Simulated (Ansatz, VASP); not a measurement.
**Al14WO24 in VASP and in Ansatz**

The input INCAR:

```
PREC = Accurate ; ENCUT = 520
EDIFF = 1E-6 ; ISMEAR = -1
SIGMA = 0.01 ; LREAL = Auto
LASPH = T ; NELM = 120
ALGO = Normal ; ISIF = 2
LWAVE = F ; LCHARG = F
GGA = PE ; NBANDS = 125
GGA_COMPAT = F
```

KPOINTS

```
regular mesh
0
Gamma
  1 1 1
```

File POSCAR:

```
Al14WO24
1.0
    2.4039417622      1.3879164235      4.3742070937
   -4.8078835245      2.7758328471      8.7484141875
    0.0000000000     -5.5516656942      8.7484141875
W Al O
1 14 24
Direct
    0.6446569744      0.3374384034      0.3362500093
    0.1530908814      0.0781423915      0.0705730875
    0.3789283642      0.1696808999      0.1690576231
    0.6408953632      0.3301012937      0.8156638629
    0.8542331994      0.4266486045      0.9188261022
    0.1487929131      0.0743904541      0.5742904698
    0.3407936943      0.1686307444      0.6890552877
    0.6467873679      0.8155903291      0.3272743496
    0.8477824704      0.9225933701      0.4276793236
    0.1285673293      0.5750603149      0.0856114405
    0.3222601570      0.7004637936      0.1649990744
    0.6569949637      0.8220961688      0.8201966460
    0.8551247739      0.9247141358      0.9253488846
    0.1683898892      0.5729629090      0.5751880654
    0.3614952104      0.6712977894      0.6795042012
    0.4393451615      0.0302562018      0.3754711616
    0.9421504537      0.1270659954      0.2795541485
    0.0755751430      0.3671067805      0.2116485112
    0.7602695868      0.2219600287      0.0233076124
    0.2860042317      0.2668373758      0.4669930654
    0.5666398428      0.4647593719      0.1258092113
    0.4475162456      0.0263754649      0.8768717220
    0.9444320211      0.1266215895      0.7752669542
    0.0586384641      0.3754300672      0.7173615717
    0.7447895752      0.2102456008      0.5378567936
    0.2515480464      0.2763111307      0.9706237091
    0.5276523781      0.4801697868      0.6362984575
    0.4203479689      0.5430768036      0.3654393490
    0.9575954933      0.6423669270      0.2579148718
    0.0496097655      0.8873831476      0.2194917911
    0.7431074084      0.7225621495      0.0289315755
    0.2450377228      0.7814219913      0.4716184067
    0.5577002633      0.9738462286      0.1238981791
    0.4378824644      0.5287236195      0.8832306867
    0.9325917216      0.6262188821      0.7813531813
    0.0570484365      0.8744723299      0.7218016224
    0.7564676000      0.7220510056      0.5264055880
    0.2569264966      0.7844679708      0.9631842907
    0.5540531552      0.9706959969      0.6260514019
```

Input for Ansatz:

```yaml
crystal:
  checkpoint: "../q0.relax.run"
  host: checkpoint
basis:
  ecutwfc: 420
  xc_grid: 2
hamiltonian:
  xc: pbe
  pseudopotentials: { kind: paw, azcp: { folder: soft_1 } }
kpoints:
  mp_grid: { grid: [1, 1, 1] }
scf:
  occupations: { method: fermi_dirac, width: 0.01 }
  max_iter: 100
output:
  forces: true
  eigenvalues: true
  charged_corrections:
    epsilon: [3.28, 3.28, 3.25]
    static_epsilon: [10.14, 10.14, 12.5]
    defect_position: [0.75, 0.375, 0.375]
checkpoint:
  read: "../q0.relax.run"
  write: "../q0.s2.run"
  compress: false
  write_wavefunctions: false
  write_every: 100000
```

Alike in both runs: task single point; functional PBE; k mesh 1 × 1 × 1; occupations fermi-dirac, width 0.01 eV; no spin polarisation.

```csv
,VASP,Ansatz
version,VASP 6.6.1,Ansatz 0.2.0
potentials or method,"VASP PAW PBE potentials, release 64 (W_sv, Al, O), cutoff 520 eV",plane-wave PAW DFT
valence electrons in the cell,200,200
```

VASP gave:

```
gap on the k mesh at the Fermi level (eV) : 2.08
rms of the force components (eV/Å)        : 0.245
```

Q: Estimate Ansatz's values.

A: gap on the k mesh at the Fermi level (eV): 2.11; rms of the force components (eV/Å): 0.246.

Neither program's run includes spin-orbit coupling.
